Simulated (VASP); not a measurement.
Here is a VASP 6.6.1 calculation.

INCAR

```
PREC = Accurate ; ENCUT = 520
EDIFF = 1E-6 ; ISMEAR = 0
SIGMA = 0.02 ; LREAL = Auto
LASPH = T ; NELM = 60
ALGO = Normal ; ISIF = 2
LWAVE = F ; LCHARG = T
GGA = PE ; LELF = T
LVHAR = T ; NBANDS = 122
```

File KPOINTS:

```
Automatic mesh
0
Gamma
  3 3 3
```

The input POSCAR:

```
SnO2
1.0
   -4.8271903401      4.8271903401      0.0000000000
   -4.8271903401     -4.8271903401      0.0000000000
    4.8271903401      0.0000000000      6.4763045079
Sn O
8 16
Direct
    0.6250000000      0.1250000000      0.2500000000
    0.8750000000      0.3750000000      0.7500000000
    0.1250000000      0.6250000000      0.2500000000
    0.3750000000      0.8750000000      0.7500000000
    0.0000000000      1.0000000000      0.0000000000
    0.2500000000      0.2500000000      0.5000000000
    0.5000000000      0.5000000000      0.0000000000
    0.7500000000      0.7500000000      0.5000000000
    0.9315765235      0.1250000000      0.2500000000
    0.1815765235      0.3750000000      0.7500000000
    0.4315765235      0.6250000000      0.2500000000
    0.6815765235      0.8750000000      0.7500000000
    0.3184234765      0.1250000000      0.2500000000
    0.5684234765      0.3750000000      0.7500000000
    0.8184234765      0.6250000000      0.2500000000
    0.0684234765      0.8750000000      0.7500000000
    0.5000000000      0.1934234765      0.0000000000
    0.7500000000      0.4434234765      0.5000000000
    0.0000000000      0.6934234765      0.0000000000
    0.2500000000      0.9434234765      0.5000000000
    0.5000000000      0.8065765235      0.0000000000
    0.7500000000      0.0565765235      0.5000000000
    0.0000000000      0.3065765235      0.0000000000
    0.2500000000      0.5565765235      0.5000000000
```

Potentials or basis: VASP PAW PBE potentials, release 64 (Sn_d, O).

Run with:

```console
$ cat potpaw_PBE.64/Sn_d/POTCAR potpaw_PBE.64/O/POTCAR > POTCAR
$ mpirun -np 1 vasp_std > vasp.out
```

What does it give for the pressure?

0.6 GPa.

What does it give for the largest force?

0.017 eV/Å.

Estimate the band gap on the k mesh.

0.67 eV.

Stress tensor (GPa, compression positive):
```
0.51 0.00 0.00
0.00 0.51 0.00
0.00 0.00 0.74
```

Caveat: semilocal functionals underestimate gaps, and a narrow one can read as zero; spin-orbit coupling is left out, which moves the levels of the heavy elements.
